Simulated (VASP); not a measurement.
## ZrC: single point with PBE

The system is ZrC.

```
CELL_PARAMETERS angstrom
0.00000 2.57902 2.57902
2.57902 0.00000 2.57902
2.57902 2.57902 0.00000
ATOMIC_POSITIONS crystal
Zr 0.50000 0.50000 0.50000
C 0.75000 0.75000 0.75000
```

| Property | Result |
| --- | --- |
| Program | VASP 6.6.1 |
| Task | single point |
| Functional | PBE |
| Potentials or basis | VASP PAW PBE potentials, release 64 (Zr_sv, C) |
| Cutoff | 520 eV |
| k mesh | 9 × 9 × 9 |
| Occupations | fermi-dirac, width 0.05 eV |
| Spin | no spin polarisation |

```
Pressure               : -5.2 GPa
Band gap on the k mesh : 0.57 eV, indirect (least direct gap 0.57 eV)
```

Levels at points of the mesh, in eV from the valence-band top:
| k point | band 6 | band 7 | band 8 | band 9 | band 10 | band 11 |
| --- | --- | --- | --- | --- | --- | --- |
| (0.00, 0.00, 0.00) | -2.09 | -2.09 | -2.09 | 3.03 | 3.03 | 3.29 |

Run time: 23 s on 1 thread of Intel(R) Xeon(R) Platinum 8259CL CPU @ 2.50GHz (Skylake/Cascade Lake), on a shared host, peak memory 0.16 GiB.

A k mesh can miss the band edges.
